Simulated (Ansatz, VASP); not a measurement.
## CdI2: VASP beside Ansatz

Contents of INCAR:

```
PREC     = Accurate       # precision mode
ENCUT    = 500            # plane-wave cutoff, eV
EDIFF    = 1E-6           # SCF threshold, eV
ISMEAR   = 0              # smearing method
SIGMA    = 0.02           # smearing width, eV
LREAL    = F              # projectors in reciprocal space
LASPH    = T              # aspherical terms in the spheres
NELM     = 120            # most SCF steps
ALGO     = Normal         # electronic algorithm
ISIF     = 2              # what is computed and relaxed
LWAVE    = F              # write WAVECAR
LCHARG   = T              # write CHGCAR
GGA      = PE             # functional
LELF     = T              # ELF
LVHAR    = T            
NBANDS   = 20             # bands
GGA_COMPAT= F
```

File KPOINTS:

```
Automatic mesh
0
Gamma
  9 9 4
```

The input POSCAR:

```
CdI2
1.0
    4.0613799285      0.0000000000      0.0000000000
   -2.0306899642      3.5172581924      0.0000000000
    0.0000000000      0.0000000000      6.7696272300
Cd I
1 2
Direct
    0.0000000000      0.0000000000      0.0000000000
    0.3333333333      0.6666666667      0.2670560267
    0.6666666667      0.3333333333      0.7329439733
```

Input for Ansatz:

```yaml
crystal:
  lattice:
    - [4.0613799285, 0.0, 0.0]
    - [-2.0306899642, 3.5172581924, 0.0]
    - [0.0, 0.0, 6.76962723]
  atoms:
    - { symbol: Cd, position: [0.0, 0.0, 0.0] }
    - { symbol: I, position: [0.3333333333, 0.6666666667, 0.2670560267] }
    - { symbol: I, position: [0.6666666667, 0.3333333333, 0.7329439733] }
basis:
  ecutwfc: 420
kpoints:
  mp_grid: { grid: [9, 9, 4] }
hamiltonian:
  xc: pbe
scf:
  occupations: { method: gaussian, width: 0.02 }
output:
  forces: true
  stress: true
  eigenvalues: true
```

Alike in both runs: task single point; functional PBE; k mesh 9 × 9 × 4; occupations gaussian, width 0.02 eV; no spin polarisation.

|  | VASP | Ansatz |
| --- | --- | --- |
| version | VASP 6.6.1 | Ansatz 0.2.0 |
| potentials or method | VASP PAW PBE potentials, release 64 (Cd, I), cutoff 500 eV | scalar-relativistic, plane waves, PAW |
| valence electrons in the cell | 26 | 54 |

```csv
,VASP,Ansatz,Ansatz less VASP
gap on the k mesh at the Fermi level (eV),2.04,2.05,+0.006
least direct gap on the mesh (eV),2.55,2.56,+0.007
pressure (GPa),4.3,4.1,-0.16
"traceless stress, the component that is largest in VASP (GPa)",-1.37,-1.37,-0.005
rms of the force components (eV/Å),0.043,0.055,+0.0125
```

Atom by atom the forces differ by 0.013 eV/Å (rms over components). VASP's potentials hold 26 valence electrons a cell and Ansatz's 54, so a difference there can come from the potentials and not from the codes.

Neither program's run includes spin-orbit coupling.
